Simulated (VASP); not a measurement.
# Mo (I4/mmm) in VASP: a series of runs

Runs on Mo. Level: r2SCAN. Tasks: single point.

All numbers are computed with VASP 6.6.1; they aren't measurements. Logs are shortened: lines on timing, memory, paths and dates and some standing lists are left out, and cuts for length are marked.

## (1) The cell of the first run

Symmetry: I4/mmm, No. 139, tetragonal system. Conventional cell: a = 3.150 Å, b = 3.150 Å, c = 3.024 Å, α = 90.00°, β = 90.00°, γ = 90.00°. Mo (site symmetry 4/mmm) has 14 Mo at 2.69 to 3.15 Å within 3.6 Å.

## (2) Single point, r2SCAN (strain -0.0400 x Voigt [0, 1, 0, 0, 0, 0])

The input, POSCAR:

```
Mo
1.0
   -1.5752131668      1.5122046401      1.5752131668
    1.5752131668     -1.5122046401      1.5752131668
    1.5752131668      1.5122046401     -1.5752131668
Mo
1
Direct
    0.0000000000      0.0000000000      0.0000000000
```

The input, INCAR.step1:

```
SYSTEM = Mo
ALGO     = Normal         ! electronic algorithm
EDIFF    = 1E-4           ! SCF threshold, eV
ENCUT    = 520            ! plane-wave cutoff, eV
GGA      = PE             ! functional
ISMEAR   = 0              ! smearing method
LASPH    = .TRUE.         ! aspherical terms in the spheres
LCHARG   = .FALSE.        ! write CHGCAR
LREAL    = .FALSE.        ! projectors in reciprocal space
LWAVE    = .TRUE.         ! write WAVECAR
NBANDS   = 13             ! bands
NELM     = 80             ! most SCF steps
PREC     = Accurate       ! precision mode
SIGMA    = 0.15           ! smearing width, eV
```

The input, INCAR.step2:

```
SYSTEM = Mo
ALGO     = Normal         ! electronic algorithm
EDIFF    = 1E-6           ! SCF threshold, eV
ENCUT    = 520            ! plane-wave cutoff, eV
ISIF     = 2              ! what is computed and relaxed
ISMEAR   = 0              ! smearing method
ISTART   = 1            
LASPH    = .TRUE.         ! aspherical terms in the spheres
LCHARG   = .TRUE.         ! write CHGCAR
LELF     = .TRUE.         ! ELF
LMIXTAU  = .TRUE.       
LREAL    = .FALSE.        ! projectors in reciprocal space
LVHAR    = .TRUE.       
LWAVE    = .FALSE.        ! write WAVECAR
METAGGA  = R2SCAN         ! meta-GGA
NBANDS   = 13             ! bands
NELM     = 80             ! most SCF steps
PREC     = Accurate       ! precision mode
SIGMA    = 0.15           ! smearing width, eV
```

The input, KPOINTS:

```
k-points
0
G
  26 26 26
  0 0 0
```

Potentials or basis: VASP PAW PBE potentials, release 64 (Mo_sv).

Started as:

```bash
> cat potpaw_PBE.64/Mo_sv/POTCAR > POTCAR
> cp INCAR.step1 INCAR
> mpirun -np 1 vasp_std > vasp.out
> cp INCAR.step2 INCAR
> mpirun -np 1 vasp_std > vasp.out
```

OUTCAR:

```text
SYSTEM = Mo
   EDIFF = 1E-6
   ENCUT = 520
   ISIF = 2
   ISMEAR = 0
   ISTART = 1
   LASPH = .TRUE.
   LREAL = .FALSE.
   METAGGA = R2SCAN
   NELM = 80
   PREC = Accurate

 ion  position               nearest neighbor table
   1  0.000  0.000  0.000-

  LATTYP: Found a body centered tetragonal cell.
 ALAT       =     3.1504263336
 C/A-ratio  =     0.9600000000

  Lattice vectors:

 A1 = (  -1.5752131668,  -1.5122046401,   1.5752131668)
 A2 = (   1.5752131668,  -1.5122046401,  -1.5752131668)
 A3 = (   1.5752131668,   1.5122046401,   1.5752131668)

Analysis of symmetry for initial positions (statically):
=====================================================================
 Subroutine PRICEL returns:
 Original cell was already a primitive cell.

 Routine SETGRP: Setting up the symmetry group for a
 body centered tetragonal supercell.

 Subroutine GETGRP returns: Found 16 space group operations
 (whereof 16 operations were pure point group operations)
 out of a pool of 16 trial point group operations.

The static configuration has the point symmetry D_4h.

Analysis of symmetry for dynamics (positions and initial velocities):
=====================================================================
 Subroutine PRICEL returns:
 Original cell was already a primitive cell.

 Routine SETGRP: Setting up the symmetry group for a
 body centered tetragonal supercell.

 Subroutine GETGRP returns: Found 16 space group operations
 (whereof 16 operations were pure point group operations)
 out of a pool of 16 trial point group operations.

The dynamic configuration has the point symmetry D_4h.

 Subroutine INISYM returns: Found 16 space group operations
 (whereof 16 operations are pure point group operations),
 and found     1 'primitive' translations

----------------------------------------------------------------------------------------

                                     Primitive cell

  volume of cell :      15.0089

  direct lattice vectors                    reciprocal lattice vectors
    -1.575213167  1.512204640  1.575213167     0.000000000  0.330643080  0.317417357
     1.575213167 -1.512204640  1.575213167     0.317417357  0.000000000  0.317417357
     1.575213167  1.512204640 -1.575213167     0.317417357  0.330643080  0.000000000

  length of vectors
     2.692462797  2.692462797  2.692462797     0.458343348  0.448895931  0.458343348

  position of ions in fractional coordinates (direct lattice)
     0.000000000  0.000000000  0.000000000

  ion indices of the primitive-cell ions
   primitive index   ion index
                 1           1

----------------------------------------------------------------------------------------

 KPOINTS: k-points

Automatic generation of k-mesh.
 Grid dimensions read from file:
 generate k-points for:   26   26   26

 Generating k-lattice:

  Cartesian coordinates                     Fractional coordinates (reciprocal lattice)
     0.000000000  0.012717042  0.012208360     0.038461538  0.000000000  0.000000000
     0.012208360  0.000000000  0.012208360     0.000000000  0.038461538  0.000000000
     0.012208360  0.012717042  0.000000000     0.000000000  0.000000000  0.038461538

  Length of vectors
     0.017628590  0.017265228  0.017628590

  Shift w.r.t. Gamma in fractional coordinates (k-lattice)
     0.000000000  0.000000000  0.000000000

 Subroutine IBZKPT returns following result:
 ===========================================

 Found   1330 irreducible k-points:

 Following reciprocal coordinates:
            Coordinates               Weight
  0.000000  0.000000  0.000000      1.000000
  0.038462  0.000000 -0.000000      8.000000
  0.076923  0.000000 -0.000000      8.000000
  0.115385  0.000000 -0.000000      8.000000
  0.153846  0.000000 -0.000000      8.000000
  0.192308  0.000000 -0.000000      8.000000
[... 16 lines left out ...]
  0.307692  0.038462 -0.000000     16.000000
  0.346154  0.038462 -0.000000     16.000000
 [... further k-points ...]
   k-points           NKPTS =   1330   k-points in BZ     NKDIM =   1330   number of bands    NBANDS=     13
   number of dos      NEDOS =    301   number of ions     NIONS =      1
   total plane-waves  NPLWV =   8000
   dimension x,y,z NGX =    20 NGY =   20 NGZ =   20
   dimension x,y,z NGXF=    40 NGYF=   40 NGZF=   40
   ions per type =               1
   NGX,Y,Z   is equivalent  to a cutoff of  12.35, 12.35, 12.35 a.u.
   NGXF,Y,Z  is equivalent  to a cutoff of  24.70, 24.70, 24.70 a.u.
 SYSTEM =  Mo
   PREC   = accura    normal or accurate (medium, high low for compatibility)
   ISTART =      1    job   : 0-new  1-cont  2-samecut
   ICHARG =      0    charge: 1-file 2-atom 10-const
   ISPIN  =      1    spin polarized calculation?
   LNONCOLLINEAR =      F non collinear calculations
   LSORBIT =      F    spin-orbit coupling
   LASPH  =      T    aspherical Exc in radial PAW
   ENCUT  =  520.0 eV  38.22 Ry    6.18 a.u.   5.01  5.01  5.01*2*pi/ulx,y,z
   NELM   =     80;   NELMIN=  2; NELMDL=  0     # of ELM steps
   EDIFF  = 0.1E-05   stopping-criterion for ELM
   LREAL  =      F    real-space projection
   EDIFFG = 0.1E-04   stopping-criterion for IOM
   NSW    =      0    number of steps for IOM
   IBRION =     -1    ionic relax: 0-MD 1-quasi-New 2-CG
   NFREE  =      0    steps in history (QN), initial steepest desc. (CG)
   ISIF   =      2    stress and relaxation
   ISYM   =      2    0-nonsym 1-usesym 2-fastsym
   POTIM  = 0.5000    time-step for ionic-motion
   TEBEG  =    0.0;   TEEND  =   0.0 temperature during run
   PSTRESS=    0.0 pullay stress
   NELECT =      14.0000    total number of electrons
   NUPDOWN=      -1.0000    fix difference up-down
   EMIN   =  10.00;   EMAX   =-10.00  energy-range for DOS
   EFERMI =   0.00;   METHOD = LEGACY
   ISMEAR =     0;   SIGMA  =   0.15  broadening in eV -4-tet -1-fermi 0-gaus
   EFERMI_NEDOS =   21; number of points for ismear=-14 and -15
   IALGO  =     38    algorithm
   IMIX   =      4    mixing-type and parameters
     AMIX     =   0.40;   BMIX     =  1.00
     AMIX_MAG =   1.60;   BMIX_MAG =  1.00
  volume/ion in A,a.u.               =      15.01       101.29
  Fermi-wavevector in a.u.,A,eV,Ry     =   1.599562  3.022734 34.811851  2.558599
  Thomas-Fermi vector in A             =   2.696835
   LORBIT       =      0    0 simple, 1 ext, 2 COOP (PROOUT), +10 PAW based schemes
   METAGGA = R2SCAN    functional components
   LHFCALC =     F    Hartree Fock is set to
   AEXX    =    0.0000 exact exchange contribution
   IVDW    =     0    specifies the selected vdW correction
   LEPSILON=     F    determine dielectric tensor
   LRPA    =     F    only Hartree local field effects (RPA)
 non-spin polarized calculation
 Gauss-broadening in eV      SIGMA  =   0.15
  energy-cutoff  :      520.00
  volume of cell :       15.01
 maximum number of plane-waves:       420
   NGX =  9   NGY =  9   NGZ =  9

 number of electron      13.9999998 magnetization

 Free energy of the ion-electron system (eV)
  ---------------------------------------------------
  ext. energy  EPLUGINS =         0.00000000
  ---------------------------------------------------
  free energy    TOTEN  =       -26.03441341 eV

  energy without entropy =      -26.02804399  energy(sigma->0) =      -26.03122870

 E-fermi :  13.2317     XC(G=0): -14.8960

 val. band max:       13.2283224652   @ k =   0.3462  -0.3462   0.2692
 cond. band min:      13.2326093268   @ k =   0.1923  -0.1923   0.1154
 fundamental gap:      0.0042868616
 Fermi energy:        13.2317228026

 k-point     1 :       0.0000    0.0000    0.0000
  band No.  band energies     occupation
      1     -50.0140      2.00000
      2     -22.3847      2.00000
      3     -22.3847      2.00000
      4     -22.3671      2.00000
      5       5.4330      2.00000
      6      11.3690      2.00000
      7      11.9134      2.00000
      8      11.9134      2.00000
      9      14.8280      0.00000
     10      15.5339      0.00000
     11      28.4966      0.00000
     12      28.4966      0.00000
     13      29.3888      0.00000

 k-point     2 :       0.0385    0.0000   -0.0000
  band No.  band energies     occupation
      1     -50.0091      2.00000
      2     -22.4050      2.00000
      3     -22.3930      2.00000
      4     -22.3742      2.00000
      5       5.5071      2.00000
      6      11.3798      2.00000
      7      11.9026      2.00000
      8      11.9258      2.00000
      9      14.8181      0.00000
     10      15.4800      0.00000
     11      28.6117      0.00000
     12      28.6231      0.00000
     13      29.4801      0.00000

 k-point     3 :       0.0769    0.0000   -0.0000
  band No.  band energies     occupation
      1     -49.9945      2.00000
      2     -22.4816      2.00000
      3     -22.4175      2.00000
      4     -22.3779      2.00000
      5       5.7239      2.00000
      6      11.3528      2.00000
      7      11.8646      2.00000
      8      12.0267      2.00000
      9      14.7843      0.00000
     10      15.3524      0.00000
     11      28.9048      0.00000
     12      28.9967      0.00000
     13      29.7533      0.00000

 k-point     4 :       0.1154    0.0000   -0.0000
  band No.  band energies     occupation
      1     -49.9711      2.00000
      2     -22.6058      2.00000
      3     -22.4566      2.00000
      4     -22.3811      2.00000
      5       6.0667      2.00000
      6      11.2149      2.00000
      7      11.7878      2.00000
      8      12.2993      2.00000
      9      14.7217      0.00000
     10      15.2321      0.00000
     11      29.2458      0.00000
     12      29.6012      0.00000
     13      30.1824      0.00000

 k-point     5 :       0.1538    0.0000   -0.0000
  band No.  band energies     occupation
      1     -49.9401      2.00000
      2     -22.7675      2.00000
      3     -22.5077      2.00000
      4     -22.3849      2.00000
      5       6.5033      2.00000
      6      10.9912      2.00000
      7      11.6709      2.00000
      8      12.7317      2.00000
      9      14.6559      0.00000
     10      15.1781      0.00000
     11      29.4904      0.00000
     12      30.4132      0.00000
     13      30.6566      0.00000
[... 257 lines left out ...]
 k-point    22 :       0.2692    0.0385   -0.0000
  band No.  band energies     occupation
      1     -49.7983      2.00000
      2     -23.4622      2.00000
      3     -22.7340      2.00000
      4     -22.4085      2.00000
      5       7.8088      2.00000
      6      10.0448      2.00000
      7      11.7924      2.00000
      8      14.8203      0.00000
      9      15.2545      0.00000
     10      15.4796      0.00000
     11      28.3042      0.00000
     12      30.2600      0.00000
     13      34.2494      0.00000

 k-point    23 :       0.3077    0.0385   -0.0000
  band No.  band energies     occupation
      1     -49.7586      2.00000
      2     -23.6458      2.00000
      3     -22.7967      2.00000
      4     -22.4137      2.00000
      5       7.8119      2.00000
      6       9.8057      2.00000
      7      12.3384      2.00000
      8      15.0434      0.00000
      9      15.5791      0.00000
     10      16.0925      0.00000
     11      27.5901      0.00000
     12      29.4312      0.00000
     13      35.3493      0.00000

 k-point    24 :       0.3462    0.0385   -0.0000
  band No.  band energies     occupation
      1     -49.7234      2.00000
      2     -23.8053      2.00000
      3     -22.8513      2.00000
      4     -22.4185      2.00000
      5       7.7063      2.00000
      6       9.6031      2.00000
      7      13.0366      1.93417
      8      15.2065      0.00000
      9      15.7667      0.00000
     10      16.9049      0.00000
     11      26.9342      0.00000
     12      28.4795      0.00000
     13      34.2290      0.00000

 [... further k-points ...]
[... 5 lines left out ...]
  --------------------------------------------------------------------------------------
  -------------------------------------------------------------------------------------
  Total        0.8126430      2.2498740      0.8126430      0.0000000      0.0000000      0.0000000
  in kB       86.7483347    240.1704389     86.7483347      0.0000000      0.0000000      0.0000000
  external PRESSURE =     137.8890361 kB  Pullay stress =       0.0000000 kB

 VOLUME and BASIS-vectors are now :
 -----------------------------------------------------------------------------
  energy-cutoff  :      520.00
  volume of cell :       15.01
      direct lattice vectors                 reciprocal lattice vectors
    -1.575213167  1.512204640  1.575213167     0.000000000  0.330643080  0.317417357
     1.575213167 -1.512204640  1.575213167     0.317417357  0.000000000  0.317417357
     1.575213167  1.512204640 -1.575213167     0.317417357  0.330643080  0.000000000

 POSITION                                       TOTAL-FORCE (eV/Angst)
 -----------------------------------------------------------------------------------
      0.00000      0.00000      0.00000        -0.000000      0.000000      0.000000
 -----------------------------------------------------------------------------------
    total drift:                                0.000000     -0.000000      0.000000

  FREE ENERGIE OF THE ION-ELECTRON SYSTEM (eV)
  ---------------------------------------------------
  free  energy   TOTEN  =       -26.0344134068 eV

  energy  without entropy=      -26.0280439934  energy(sigma->0) =      -26.03122870
```

It took 15 min on 1 thread of Oxide Virtual Turin-like, shared host; peak memory 0.3 GiB.

What came out:

- Free energy: -26.0344 eV
- Pressure: 13.8 GPa
- Band gap on the k mesh: zero (bands 7 and 8 overlap by 5.76 eV)

Caveat: the cell differs from its parent crystal (strain -0.0400 x Voigt [0, 1, 0, 0, 0, 0]); the stress differs along the axes, from 9 to 24 GPa; the PAW data sets were made with another functional, which shifts forces and pressure a little.

(Part 1 of 2 ends here.)
